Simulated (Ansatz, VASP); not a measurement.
# Zn3SnO3: VASP beside Ansatz

```xyz
7
Lattice="3.4537 -3.1424 -0.0005 3.4537 3.1424 -0.0005 -2.6854 0.0000 4.5891" Properties=species:S:1:pos:R:3 pbc="T T T"
Zn    2.2244    1.3454    0.5714
Zn    1.1136    0.0000    2.5183
Zn    2.2244   -1.3454    0.5714
Sn    4.2808    0.0000    2.7772
O     1.2360   -1.4352    3.9991
O    -0.8556    0.0000    1.6265
O     1.2360    1.4352    3.9991
```

Change from the starting cell: species swapped into the Si3P3Rh type (P1, No. 1).

Alike in both runs: functional PBE; k mesh 8 × 8 × 8; occupations gaussian, width 0.01 eV; no spin polarisation.

Ansatz relaxed the structure, and its values are those at the end. VASP's run is a single point on that final structure, the one shown.

```csv
,VASP,Ansatz
version,VASP 6.6.1,Ansatz 0.2.0
potentials or method,"VASP PAW PBE potentials, release 64 (Zn, Sn_d, O), cutoff 520 eV","scalar-relativistic, plane waves, PAW"
valence electrons in the cell,68,68
```

|  | VASP | Ansatz | Ansatz less VASP |
| --- | --- | --- | --- |
| gap on the k mesh at the Fermi level (eV) | 0.23 | 0.23 | -0.001 |
| least direct gap on the mesh (eV) | 0.23 | 0.23 | +0.002 |
| pressure (GPa) | 0.4 | 0.0 | -0.40 |
| rms of the force components (eV/Å) | 0.024 | 0.003 | -0.0211 |

With one functional, cell and mesh, what is left measures potentials, basis and numerics.
